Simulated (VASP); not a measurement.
# LaOsN3 (Pm-3m) in VASP: single point with LDA

Aim: the single point of LaOsN3 with LDA.

Program: VASP 6.6.1. These are calculated values, not measurements. Logs are shortened: lines on timing, memory, paths and dates and some standing lists are left out, and cuts for length are marked.

## (1) The cell of the first run

Symmetry: Pm-3m, No. 221, cubic system. Conventional cell: a = 3.951 Å, b = 3.951 Å, c = 3.951 Å, α = 90.00°, β = 90.00°, γ = 90.00°. Within 3.7 Å of La (site symmetry m-3m) lie 12 N at 2.79 Å and 8 Os at 3.42 Å. Within 2.6 Å of Os (site symmetry m-3m) lie 6 N at 1.98 Å. N (site symmetry 4/mmm) has 2 Os at 1.98 Å within 2.6 Å.

## (2) Single point, LDA

File INCAR:

```
PREC = Accurate ; ENCUT = 700
EDIFF = 1E-6 ; ISMEAR = 1
SIGMA = 0.3 ; LREAL = False
LASPH = True ; NELM = 200
ALGO = Normal ; ISIF = 2
LWAVE = False ; LCHARG = False
NBANDS = 29 ; GGA_COMPAT = False
LMAXMIX = 6
```

File KPOINTS:

```
Automatic mesh
0
Gamma
  7 7 7
```

File POSCAR:

```
LaOsN3
1.0
    3.9505550000      0.0000000000      0.0000000000
    0.0000000000      3.9505550000      0.0000000000
    0.0000000000      0.0000000000      3.9505550000
La Os N
1 1 3
Direct
    0.5000000000      0.5000000000      0.5000000000
    0.0000000000      0.0000000000      0.0000000000
    0.5000000000      0.0000000000      0.0000000000
    0.0000000000      0.5000000000      0.0000000000
    0.0000000000      0.0000000000      0.5000000000
```

Potentials or basis: VASP PAW LDA potentials, release 64 (La, Os_sv_GW, N).

Command:

```
$ cat potpaw_LDA.64/La/POTCAR potpaw_LDA.64/Os_sv_GW/POTCAR potpaw_LDA.64/N/POTCAR > POTCAR
$ mpirun -np 1 vasp_std > vasp.out
```

OUTCAR:

```text
PREC = Accurate
   ENCUT = 700
   EDIFF = 1E-6
   ISMEAR = 1
   LREAL = False
   LASPH = True
   NELM = 200
   ISIF = 2

 ion  position               nearest neighbor table
   1  0.500  0.500  0.500-   2 3.42   2 3.42   2 3.42   2 3.42   2 3.42   2 3.42   2 3.42   2 3.42

   2  0.000  0.000  0.000-   3 1.98   4 1.98   5 1.98   5 1.98   4 1.98   3 1.98   1 3.42   1 3.42
                             1 3.42   1 3.42   1 3.42   1 3.42   1 3.42   1 3.42
   3  0.500  0.000  0.000-   2 1.98   2 1.98
   4  0.000  0.500  0.000-   2 1.98   2 1.98
   5  0.000  0.000  0.500-   2 1.98   2 1.98

  LATTYP: Found a simple cubic cell.
 ALAT       =     3.9505550000

  Lattice vectors:

 A1 = (   3.9505550000,   0.0000000000,   0.0000000000)
 A2 = (   0.0000000000,   3.9505550000,   0.0000000000)
 A3 = (   0.0000000000,   0.0000000000,   3.9505550000)

Analysis of symmetry for initial positions (statically):
=====================================================================
 Subroutine PRICEL returns:
 Original cell was already a primitive cell.

 Routine SETGRP: Setting up the symmetry group for a
 simple cubic supercell.

 Subroutine GETGRP returns: Found 48 space group operations
 (whereof 48 operations were pure point group operations)
 out of a pool of 48 trial point group operations.

The static configuration has the point symmetry O_h .

Analysis of symmetry for dynamics (positions and initial velocities):
=====================================================================
 Subroutine PRICEL returns:
 Original cell was already a primitive cell.

 Routine SETGRP: Setting up the symmetry group for a
 simple cubic supercell.

 Subroutine GETGRP returns: Found 48 space group operations
 (whereof 48 operations were pure point group operations)
 out of a pool of 48 trial point group operations.

The dynamic configuration has the point symmetry O_h .

 Subroutine INISYM returns: Found 48 space group operations
 (whereof 48 operations are pure point group operations),
 and found     1 'primitive' translations

----------------------------------------------------------------------------------------

                                     Primitive cell

  volume of cell :      61.6559

  direct lattice vectors                    reciprocal lattice vectors
     3.950555000  0.000000000  0.000000000     0.253128991  0.000000000  0.000000000
     0.000000000  3.950555000  0.000000000     0.000000000  0.253128991  0.000000000
     0.000000000  0.000000000  3.950555000     0.000000000  0.000000000  0.253128991

  length of vectors
     3.950555000  3.950555000  3.950555000     0.253128991  0.253128991  0.253128991

  position of ions in fractional coordinates (direct lattice)
     0.500000000  0.500000000  0.500000000
     0.000000000  0.000000000  0.000000000
     0.500000000  0.000000000  0.000000000
     0.000000000  0.500000000  0.000000000
     0.000000000  0.000000000  0.500000000

  ion indices of the primitive-cell ions
   primitive index   ion index
                 1           1
                 2           2
                 3           3
                 4           4
                 5           5

----------------------------------------------------------------------------------------

 KPOINTS: Automatic mesh

Automatic generation of k-mesh.
 Grid dimensions read from file:
 generate k-points for:    7    7    7

 Generating k-lattice:

  Cartesian coordinates                     Fractional coordinates (reciprocal lattice)
     0.036161284  0.000000000  0.000000000     0.142857143  0.000000000  0.000000000
     0.000000000  0.036161284  0.000000000     0.000000000  0.142857143  0.000000000
     0.000000000  0.000000000  0.036161284     0.000000000  0.000000000  0.142857143

  Length of vectors
     0.036161284  0.036161284  0.036161284

  Shift w.r.t. Gamma in fractional coordinates (k-lattice)
     0.000000000  0.000000000  0.000000000

 Subroutine IBZKPT returns following result:
 ===========================================

 Found     20 irreducible k-points:

 Following reciprocal coordinates:
            Coordinates               Weight
  0.000000  0.000000  0.000000      1.000000
  0.142857  0.000000  0.000000      6.000000
  0.285714  0.000000  0.000000      6.000000
  0.428571  0.000000  0.000000      6.000000
  0.142857  0.142857  0.000000     12.000000
  0.285714  0.142857  0.000000     24.000000
[... 12 lines left out ...]
  0.428571  0.428571  0.285714     24.000000
  0.428571  0.428571  0.428571      8.000000
   k-points           NKPTS =     20   k-points in BZ     NKDIM =     20   number of bands    NBANDS=     29
   number of dos      NEDOS =    301   number of ions     NIONS =      5
   total plane-waves  NPLWV =  46656
   dimension x,y,z NGX =    36 NGY =   36 NGZ =   36
   dimension x,y,z NGXF=    72 NGYF=   72 NGZF=   72
   ions per type =               1   1   3
   NGX,Y,Z   is equivalent  to a cutoff of  15.15, 15.15, 15.15 a.u.
   NGXF,Y,Z  is equivalent  to a cutoff of  30.30, 30.30, 30.30 a.u.
 SYSTEM =  unknown system
   PREC   = accura    normal or accurate (medium, high low for compatibility)
   ISTART =      0    job   : 0-new  1-cont  2-samecut
   ICHARG =      2    charge: 1-file 2-atom 10-const
   ISPIN  =      1    spin polarized calculation?
   LNONCOLLINEAR =      F non collinear calculations
   LSORBIT =      F    spin-orbit coupling
   LASPH  =      T    aspherical Exc in radial PAW
   ENCUT  =  700.0 eV  51.45 Ry    7.17 a.u.   8.52  8.52  8.52*2*pi/ulx,y,z
   NELM   =    200;   NELMIN=  2; NELMDL= -5     # of ELM steps
   EDIFF  = 0.1E-05   stopping-criterion for ELM
   LREAL  =      F    real-space projection
   EDIFFG = 0.1E-04   stopping-criterion for IOM
   NSW    =      0    number of steps for IOM
   IBRION =     -1    ionic relax: 0-MD 1-quasi-New 2-CG
   NFREE  =      0    steps in history (QN), initial steepest desc. (CG)
   ISIF   =      2    stress and relaxation
   ISYM   =      2    0-nonsym 1-usesym 2-fastsym
   POTIM  = 0.5000    time-step for ionic-motion
   TEBEG  =    0.0;   TEEND  =   0.0 temperature during run
   PSTRESS=    0.0 pullay stress
   NELECT =      42.0000    total number of electrons
   NUPDOWN=      -1.0000    fix difference up-down
   EMIN   =  10.00;   EMAX   =-10.00  energy-range for DOS
   EFERMI =   0.00;   METHOD = LEGACY
   ISMEAR =     1;   SIGMA  =   0.30  broadening in eV -4-tet -1-fermi 0-gaus
   EFERMI_NEDOS =   21; number of points for ismear=-14 and -15
   IALGO  =     38    algorithm
   IMIX   =      4    mixing-type and parameters
     AMIX     =   0.40;   BMIX     =  1.00
     AMIX_MAG =   1.60;   BMIX_MAG =  1.00
  volume/ion in A,a.u.               =      12.33        83.21
  Fermi-wavevector in a.u.,A,eV,Ry     =   1.440455  2.722066 28.230888  2.074912
  Thomas-Fermi vector in A             =   2.559197
   LORBIT       =      0    0 simple, 1 ext, 2 COOP (PROOUT), +10 PAW based schemes
   GGA     = CA    functional components
   LHFCALC =     F    Hartree Fock is set to
   AEXX    =    0.0000 exact exchange contribution
   IVDW    =     0    specifies the selected vdW correction
   LEPSILON=     F    determine dielectric tensor
   LRPA    =     F    only Hartree local field effects (RPA)
 non-spin polarized calculation
 Methfessel and Paxton  Order N= 1 SIGMA  =   0.30
  energy-cutoff  :      700.00
  volume of cell :       61.66
 maximum number of plane-waves:      2610
 NGX is ok and might be reduce to    36
   NGX = 17   NGY = 17   NGZ = 17

 number of electron      41.9999997 magnetization

 Free energy of the ion-electron system (eV)
  ---------------------------------------------------
  ext. energy  EPLUGINS =         0.00000000
  ---------------------------------------------------
  free energy    TOTEN  =       -49.41898692 eV

  energy without entropy =      -49.37919624  energy(sigma->0) =      -49.40572336

 E-fermi :   9.9509     XC(G=0): -12.5262

 val. band max:        9.9331971240   @ k =   0.2857   0.1429   0.1429
 cond. band min:       9.9906453231   @ k =   0.2857   0.2857   0.0000
 fundamental gap:      0.0574481991
 Fermi energy:         9.9508579010

 k-point     1 :       0.0000    0.0000    0.0000
  band No.  band energies     occupation
      1     -77.9619      2.00000
      2     -37.5354      2.00000
      3     -37.5354      2.00000
      4     -37.5354      2.00000
      5     -22.0141      2.00000
      6      -6.2250      2.00000
[... 21 lines left out ...]
     28      12.6703     -0.00000
     29      12.9567     -0.00000

 k-point     2 :       0.1429    0.0000    0.0000
  band No.  band energies     occupation
      1     -77.9619      2.00000
      2     -37.5372      2.00000
      3     -37.5352      2.00000
      4     -37.5352      2.00000
      5     -22.0034      2.00000
      6      -6.7424      2.00000
[... 21 lines left out ...]
     28      12.9211     -0.00000
     29      12.9218     -0.00000

 k-point     3 :       0.2857    0.0000    0.0000
  band No.  band energies     occupation
      1     -77.9619      2.00000
      2     -37.5412      2.00000
      3     -37.5348      2.00000
      4     -37.5348      2.00000
      5     -21.9792      2.00000
      6      -7.3618      2.00000
[... 21 lines left out ...]
     28      12.8628     -0.00000
     29      12.8821     -0.00000

 k-point     4 :       0.4286    0.0000    0.0000
  band No.  band energies     occupation
      1     -77.9619      2.00000
      2     -37.5445      2.00000
      3     -37.5345      2.00000
      4     -37.5345      2.00000
      5     -21.9597      2.00000
      6      -7.7193      2.00000
[... 469 lines left out ...]
     28      12.8447     -0.00000
     29      12.8751     -0.00000

 k-point    19 :       0.4286    0.4286    0.2857
  band No.  band energies     occupation
      1     -77.9617      2.00000
      2     -37.5429      2.00000
      3     -37.5429      2.00000
      4     -37.5393      2.00000
      5     -21.8899      2.00000
      6      -6.5512      2.00000
[... 21 lines left out ...]
     28      12.9064     -0.00000
     29      12.9320     -0.00000

 k-point    20 :       0.4286    0.4286    0.4286
  band No.  band energies     occupation
      1     -77.9616      2.00000
      2     -37.5425      2.00000
      3     -37.5425      2.00000
      4     -37.5425      2.00000
      5     -21.8747      2.00000
      6      -6.3449      2.00000
[... 21 lines left out ...]
     28      13.0236     -0.00000
     29      13.0236     -0.00000

------------------------ aborting loop because EDIFF is reached ----------------------------------------

  FORCE on cell =-STRESS in cart. coord.  units (eV):
  Direction    XX          YY          ZZ          XY          YZ          ZX
  --------------------------------------------------------------------------------------
  -------------------------------------------------------------------------------------
  Total       -4.8925373     -4.8925373     -4.8925373      0.0000000      0.0000000      0.0000000
  in kB     -127.1365419   -127.1365419   -127.1365419      0.0000000      0.0000000      0.0000000
  external PRESSURE =    -127.1365419 kB  Pullay stress =       0.0000000 kB

 VOLUME and BASIS-vectors are now :
 -----------------------------------------------------------------------------
  energy-cutoff  :      700.00
  volume of cell :       61.66
      direct lattice vectors                 reciprocal lattice vectors
     3.950555000  0.000000000  0.000000000     0.253128991  0.000000000  0.000000000
     0.000000000  3.950555000  0.000000000     0.000000000  0.253128991  0.000000000
     0.000000000  0.000000000  3.950555000     0.000000000  0.000000000  0.253128991

 POSITION                                       TOTAL-FORCE (eV/Angst)
 -----------------------------------------------------------------------------------
      1.97528      1.97528      1.97528         0.000000      0.000000      0.000000
      0.00000      0.00000      0.00000         0.000000      0.000000      0.000000
      1.97528      0.00000      0.00000         0.000000      0.000000      0.000000
      0.00000      1.97528      0.00000         0.000000      0.000000      0.000000
      0.00000      0.00000      1.97528         0.000000      0.000000      0.000000
 -----------------------------------------------------------------------------------
    total drift:                                0.000000      0.000000     -0.000000

  FREE ENERGIE OF THE ION-ELECTRON SYSTEM (eV)
  ---------------------------------------------------
  free  energy   TOTEN  =       -49.4189869170 eV

  energy  without entropy=      -49.3791962353  energy(sigma->0) =      -49.40572336
```

It took 35 s on 1 thread of Intel Xeon 6975P-C (Granite Rapids), shared host; peak memory 0.21 GiB.

What came out:

- Free energy: -49.4190 eV
- Pressure: -12.7 GPa
- Band gap on the k mesh: zero (bands 21 and 22 overlap by 2.60 eV)

Caveat: the cell stands under tension; spin-orbit coupling is left out, which moves the levels of the heavy elements.

The gap in the log of VASP goes by the Fermi energy; the results here count the filled bands.